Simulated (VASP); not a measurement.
# HF in VASP: notebook

The runs below take HF through molecular dynamics, with PBE+D3(BJ).

Everything below comes from runs of VASP 6.6.1. Logs are shortened: lines on timing, memory, paths and dates and some standing lists are left out, and cuts for length are marked.

## Step 1: The cell of the first run

The cell holds a disordered packing, 20 atoms: a = 6.739 Å, b = 6.739 Å, c = 6.739 Å, α = 90.00°, β = 90.00°, γ = 90.00°.

## Step 2: Molecular dynamics, PBE+D3(BJ)

The input, INCAR:

```
  PREC = Accurate
  ENCUT = 520
  EDIFF = 1E-5
  ISMEAR = -1
  SIGMA = 0.02
  LREAL = Auto
  LASPH = True
  NELM = 60
  ALGO = Normal
  ISIF = 2
  LWAVE = False
  LCHARG = False
  GGA = PE
  IVDW = 12
  IBRION = 0
  NSW = 40
  POTIM = 0.75
  TEBEG = 1000.0
  TEEND = 1000.0
  ISYM = 0
  NELMIN = 4
  RANDOM_SEED = 651398 0 0
  MDALGO = 3
  LANGEVIN_GAMMA = 20 20
```

The input, KPOINTS:

```
regular mesh
0
Gamma
  1 1 1
```

The input, POSCAR:

```
HF
1.0
    6.7386640000      0.0000000000      0.0000000000
    0.0000000000      6.7386640000      0.0000000000
    0.0000000000      0.0000000000      6.7386640000
F H
10 10
Direct
    0.5884459200      0.4672897600      0.4934173800
    0.8512837100      0.1137775100      0.4743632100
    0.4906356100      0.8610553200      0.9886692100
    0.0835294700      0.2470238700      0.1209069300
    0.4103861500      0.8798338600      0.6057598900
    0.7357353100      0.3095511000      1.0399054400
    0.1609907900      0.7528710600      0.3566547200
   -0.0120858400      0.5568967700      0.8961217700
    0.2518140100      0.3249412700      0.4507304900
    0.7841433200      0.7403743800      0.3645307700
    0.4579690200      0.4168473000      0.4577600700
    0.7824445400     -0.0058796500      0.4511029900
    0.4459286000      0.8706799900      0.8556387100
   -0.0630108500      0.2436096900      0.1152413800
    0.3019049100      0.8362118400      0.5231112700
    0.7840428100      0.4207069700      0.9643831300
    0.0191639800      0.7421350900      0.3707852300
    0.0780018500      0.4682069300      0.9604531000
    0.1843085800      0.2814344400      0.3316642600
    0.6947730900      0.6338714000      0.4110099500
```

Potentials or basis: VASP PAW PBE potentials, release 64 (F, H).

Command:

```console
cat potpaw_PBE.64/F/POTCAR potpaw_PBE.64/H/POTCAR > POTCAR
mpirun -np 1 vasp_gam > vasp.out
```

OUTCAR:

```text
PREC = Accurate
   ENCUT = 520
   EDIFF = 1E-5
   ISMEAR = -1
   LREAL = Auto
   LASPH = True
   NELM = 60
   ISIF = 2
   GGA = PE
   IVDW = 12
   IBRION = 0
   NSW = 40
   POTIM = 0.75
   TEBEG = 1000.0
   ISYM = 0
   NELMIN = 4
 IVDW          = 12

 ion  position               nearest neighbor table
   1  0.588  0.467  0.493-  11 0.97
   2  0.851  0.114  0.474-  12 0.94
   3  0.491  0.861  0.989-  13 0.95
   4  0.084  0.247  0.121-  14 0.99
   5  0.410  0.880  0.606-  15 0.96
   6  0.736  0.310  0.040-  16 0.96
[... 12 lines left out ...]
  19  0.184  0.281  0.332-   9 0.97
  20  0.695  0.634  0.411-  10 0.99

IMPORTANT INFORMATION: All symmetrisations will be switched off!
NOSYMM: (Re-)initialisation of all symmetry stuff for point group C_1.

----------------------------------------------------------------------------------------

                                     Primitive cell

  volume of cell :     306.0000

  direct lattice vectors                    reciprocal lattice vectors
     6.738664000  0.000000000  0.000000000     0.148397368  0.000000000  0.000000000
     0.000000000  6.738664000  0.000000000     0.000000000  0.148397368  0.000000000
     0.000000000  0.000000000  6.738664000     0.000000000  0.000000000  0.148397368

  length of vectors
     6.738664000  6.738664000  6.738664000     0.148397368  0.148397368  0.148397368

  position of ions in fractional coordinates (direct lattice)
     0.588445920  0.467289760  0.493417380
     0.851283710  0.113777510  0.474363210
     0.490635610  0.861055320  0.988669210
     0.083529470  0.247023870  0.120906930
     0.410386150  0.879833860  0.605759890
     0.735735310  0.309551100  0.039905440
[... 12 lines left out ...]
     0.184308580  0.281434440  0.331664260
     0.694773090  0.633871400  0.411009950

  ion indices of the primitive-cell ions
   primitive index   ion index
                 1           1
                 2           2
                 3           3
                 4           4
                 5           5
                 6           6
[... 12 lines left out ...]
                19          19
                20          20

----------------------------------------------------------------------------------------

 KPOINTS: regular mesh

Automatic generation of k-mesh.
 Grid dimensions read from file:
 generate k-points for:    1    1    1

 Generating k-lattice:

  Cartesian coordinates                     Fractional coordinates (reciprocal lattice)
[... 32 lines left out ...]
   LSORBIT =      F    spin-orbit coupling
   LASPH  =      T    aspherical Exc in radial PAW
   ENCUT  =  520.0 eV  38.22 Ry    6.18 a.u.  12.53 12.53 12.53*2*pi/ulx,y,z
   NELM   =     60;   NELMIN=  4; NELMDL= -5     # of ELM steps
   EDIFF  = 0.1E-04   stopping-criterion for ELM
   LREAL  =      T    real-space projection
   EDIFFG = 0.1E-03   stopping-criterion for IOM
   NSW    =     40    number of steps for IOM
   IBRION =      0    ionic relax: 0-MD 1-quasi-New 2-CG
   NFREE  =      0    steps in history (QN), initial steepest desc. (CG)
   ISIF   =      2    stress and relaxation
   ISYM   =      0    0-nonsym 1-usesym 2-fastsym
   POTIM  = 0.7500    time-step for ionic-motion
   TEBEG  = 1000.0;   TEEND  =1000.0 temperature during run
   PSTRESS=    0.0 pullay stress
   NELECT =      80.0000    total number of electrons
   NUPDOWN=      -1.0000    fix difference up-down
   EMIN   =  10.00;   EMAX   =-10.00  energy-range for DOS
   EFERMI =   0.00;   METHOD = LEGACY
   ISMEAR =    -1;   SIGMA  =   0.02  broadening in eV -4-tet -1-fermi 0-gaus
   EFERMI_NEDOS =   21; number of points for ismear=-14 and -15
   IALGO  =     38    algorithm
   IMIX   =      4    mixing-type and parameters
     AMIX     =   0.40;   BMIX     =  1.00
     AMIX_MAG =   1.60;   BMIX_MAG =  1.00
  volume/ion in A,a.u.               =      15.30       103.25
  Fermi-wavevector in a.u.,A,eV,Ry     =   1.046802  1.978168 14.909176  1.095793
  Thomas-Fermi vector in A             =   2.181655
   LORBIT       =      0    0 simple, 1 ext, 2 COOP (PROOUT), +10 PAW based schemes
   GGA     = PE    functional components
   LHFCALC =     F    Hartree Fock is set to
   AEXX    =    0.0000 exact exchange contribution
   IVDW    =    12    specifies the selected vdW correction
   LEPSILON=     F    determine dielectric tensor
   LRPA    =     F    only Hartree local field effects (RPA)
 molecular dynamics for ions
 non-spin polarized calculation
  energy-cutoff  :      520.00
  volume of cell :      306.00
 maximum number of plane-waves:      4109
 NGX is ok and might be reduce to    50
   NGX = 25   NGY = 25   NGZ = 25

--------------------------------------- Ionic step        1  -------------------------------------------

 number of electron      79.9999989 magnetization

 Free energy of the ion-electron system (eV)
  ---------------------------------------------------
  ext. energy  EPLUGINS =         0.00000000
  ---------------------------------------------------
  free energy    TOTEN  =       -82.12387607 eV

  energy without entropy =      -82.12387607  energy(sigma->0) =      -82.12387607

------------------------ aborting loop because EDIFF is reached ----------------------------------------

 Edisp (eV)   -0.40727

 E8    (eV) :    -0.0803
[... 185 lines left out ...]
  ENERGY OF THE ELECTRON-ION-THERMOSTAT SYSTEM (eV)
  ---------------------------------------------------
% ion-electron   TOTEN  =       -82.270445  see above
  kinetic energy EKIN   =         2.361377
  kin. lattice  EKIN_LAT=         0.000000  (temperature  913.42 K)
  nose potential ES     =         0.000000
  nose kinetic   EPS    =         0.000000
  ---------------------------------------------------
  total energy   ETOTAL =       -79.909068 eV

[... ionic steps 4 to 37 ...]

--------------------------------------- Ionic step       38  -------------------------------------------

 number of electron      79.9999990 magnetization

------------------------ aborting loop because EDIFF is reached ----------------------------------------
[... 131 lines left out ...]
--------------------------------------- Ionic step       40  -------------------------------------------

 number of electron      79.9999993 magnetization

 Free energy of the ion-electron system (eV)
  ---------------------------------------------------
  ext. energy  EPLUGINS =         0.00000000
  ---------------------------------------------------
  free energy    TOTEN  =       -80.93321435 eV

  energy without entropy =      -80.93321435  energy(sigma->0) =      -80.93321435

 E-fermi :  -5.7052     XC(G=0):  -5.9474

 val. band max:       -6.2034017711   @ k =   0.0000   0.0000   0.0000
 cond. band min:      -0.0447726563   @ k =   0.0000   0.0000   0.0000
 fundamental gap:      6.1586291148
 Fermi energy:        -5.7052499068

 k-point     1 :       0.0000    0.0000    0.0000
  band No.  band energies     occupation
      1     -29.2329      2.00000
      2     -28.7373      2.00000
      3     -28.5593      2.00000
      4     -27.9490      2.00000
      5     -27.9142      2.00000
      6     -27.5109      2.00000
[... 100 lines left out ...]
  ENERGY OF THE ELECTRON-ION-THERMOSTAT SYSTEM (eV)
  ---------------------------------------------------
% ion-electron   TOTEN  =       -81.347308  see above
  kinetic energy EKIN   =         2.185842
  kin. lattice  EKIN_LAT=         0.000000  (temperature  845.52 K)
  nose potential ES     =         0.000000
  nose kinetic   EPS    =         0.000000
  ---------------------------------------------------
  total energy   ETOTAL =       -79.161466 eV
```

OSZICAR:

```text
N       E                     dE             d eps       ncg     rms          rms(c)
[... 305 lines left out ...]
       N       E                     dE             d eps       ncg     rms          rms(c)
DAV:   1    -0.809259108415E+02   -0.18648E+00   -0.37085E-01   102   0.554E+00    0.259E-01
DAV:   2    -0.809335855138E+02   -0.76747E-02   -0.84580E-02   124   0.152E+00    0.190E-01
DAV:   3    -0.809333288221E+02    0.25669E-03   -0.75459E-04   116   0.208E-01    0.130E-01
DAV:   4    -0.809332507846E+02    0.78037E-04   -0.13694E-03   124   0.262E-01    0.502E-02
DAV:   5    -0.809332235362E+02    0.27248E-04   -0.13838E-04   108   0.928E-02    0.283E-02
DAV:   6    -0.809332162056E+02    0.73306E-05   -0.13790E-04   116   0.869E-02    0.111E-02
DAV:   7    -0.809332143454E+02    0.18602E-05   -0.12769E-05    68   0.282E-02
     40 T=   846. E= -.79161466E+02 F= -.81347308E+02 E0= -.81347308E+02  EK= 0.21858E+01 SP= 0.00E+00 SK= 0.00E+00
```

Run time: 9.2 min. Hardware: 1 thread of Intel Xeon Platinum 8259CL at 2.50GHz (Skylake/Cascade Lake), shared host; peak memory 0.36 GiB.

Results:

```
Dispersion energy per atom : -0.021 eV
```

Caveat: the k points lie up to 0.93 Å⁻¹ apart, too coarse for converged energies, forces and pressures.

## Step 3: Molecular dynamics, PBE+D3(BJ)

The input, INCAR:

```
SYSTEM = HF
PREC = Accurate ; ENCUT = 520
EDIFF = 1E-5 ; ISMEAR = -1
SIGMA = 0.02 ; LREAL = Auto
LASPH = .True. ; NELM = 60
ALGO = Normal ; ISIF = 2
LWAVE = .False. ; LCHARG = .False.
GGA = PE ; IVDW = 12
NBANDS = 56 ; IBRION = 0
NSW = 40 ; POTIM = 0.5
TEBEG = 1000.0 ; TEEND = 1000.0
ISYM = 0 ; NELMIN = 4
RANDOM_SEED = 810750 0 0 ; MDALGO = 1
ANDERSEN_PROB = 0.0
```

The input, KPOINTS:

```
Automatic mesh
0
Gamma
  1 1 1
  0 0 0
```

The input, POSCAR:

```
HF
1.0
    6.7386640000      0.0000000000      0.0000000000
    0.0000000000      6.7386640000      0.0000000000
    0.0000000000      0.0000000000      6.7386640000
F H
10 10
Direct
    0.6658327400      0.3653377500      0.6210277200
    0.9097541000      0.1236555700      0.6735167500
    0.3628037300      0.8101677600      1.0880911900
    0.2612393300      0.2964847700      0.0672790900
    0.3436219100      0.7546120000      0.6160974700
    0.8293868600      0.5247601000      1.2649358100
    0.0499283900      0.8126111100      0.3851438500
    0.0932529300      0.6404885100      0.8282749000
    0.2982124800      0.4162641800      0.4824387600
    0.6540074100      0.8673946300      0.5162567800
    0.5396220500      0.3619419100      0.5527206600
    0.8045192600      0.0498010700      0.6210946700
    0.3307626900      0.8936386400      0.9773934600
    0.2105757600      0.3995191500     -0.0246565800
    0.2186797200      0.7719466700      0.5349345100
    0.8197591000      0.4117599000      1.3627507000
   -0.0312362000      0.6944256800      0.3473789800
   -0.0421083700      0.6389003400      0.8763268200
    0.3309637900      0.4063649000      0.3530198200
    0.5352277900      0.8189486100      0.5137536800
```

Potentials or basis: VASP PAW PBE potentials, release 64 (F, H).

Command:

```console
cat potpaw_PBE.64/F/POTCAR potpaw_PBE.64/H/POTCAR > POTCAR
mpirun -np 1 vasp_gam > vasp.out
```

Wall time 8 min (1 thread of Intel Xeon Platinum 8259CL at 2.50GHz (Skylake/Cascade Lake), shared host); peak memory 0.36 GiB.

The run converged. Its results:

| Property | Result |
| --- | --- |
| Dispersion energy per atom | -0.021 eV |

Step by step:
```tsv
step	potential energy change (eV)	largest force (eV/Å)	pressure (GPa)	volume (Å³)	temperature (K)
1	0.0000	7.4801	0.34	306.00	1031
2	-0.1887	4.5156	0.02	306.00	1104
3	-0.2637	3.3392	-0.19	306.00	1134
4	-0.1937	3.6278	-0.21	306.00	1108
5	-0.0349	3.6934	-0.10	306.00	1045
6	0.1288	4.0781	0.04	306.00	980
7	0.2389	4.1517	0.13	306.00	936
8	0.2899	3.4788	0.15	306.00	914
9	0.3132	3.4243	0.11	306.00	904
10	0.3404	3.3983	0.05	306.00	892
11	0.3815	3.3294	-0.03	306.00	876
12	0.4248	3.2293	-0.12	306.00	859
13	0.4474	3.7961	-0.24	306.00	850
14	0.4337	3.7977	-0.40	306.00	855
15	0.3934	3.0267	-0.55	306.00	871
16	0.3563	3.2688	-0.66	306.00	885
17	0.3455	3.4320	-0.67	306.00	889
18	0.3667	3.5138	-0.54	306.00	881
19	0.4214	3.4989	-0.29	306.00	858
20	0.5125	4.8608	0.07	306.00	821
21	0.6144	7.0287	0.50	306.00	782
22	0.6510	8.3055	0.87	306.00	768
23	0.5624	7.9464	1.12	306.00	803
24	0.4036	6.1939	1.27	306.00	864
25	0.3065	3.9774	1.46	306.00	901
26	0.3445	4.6841	1.73	306.00	887
27	0.4741	5.9213	2.01	306.00	837
28	0.5952	5.8759	2.17	306.00	789
29	0.6475	4.6122	2.13	306.00	768
30	0.6325	3.7336	1.88	306.00	773
31	0.5768	3.9272	1.46	306.00	795
32	0.5138	3.2452	0.93	306.00	820
33	0.4806	3.0145	0.38	306.00	833
34	0.4969	2.9545	-0.12	306.00	827
35	0.5515	3.4199	-0.54	306.00	806
36	0.6164	3.4232	-0.90	306.00	780
37	0.6726	3.2855	-1.17	306.00	757
38	0.7147	3.3180	-1.37	306.00	740
39	0.7368	3.3840	-1.47	306.00	731
40	0.7262	3.4106	-1.47	306.00	736
```

Caveat: the k points lie up to 0.93 Å⁻¹ apart, too coarse for converged energies, forces and pressures.
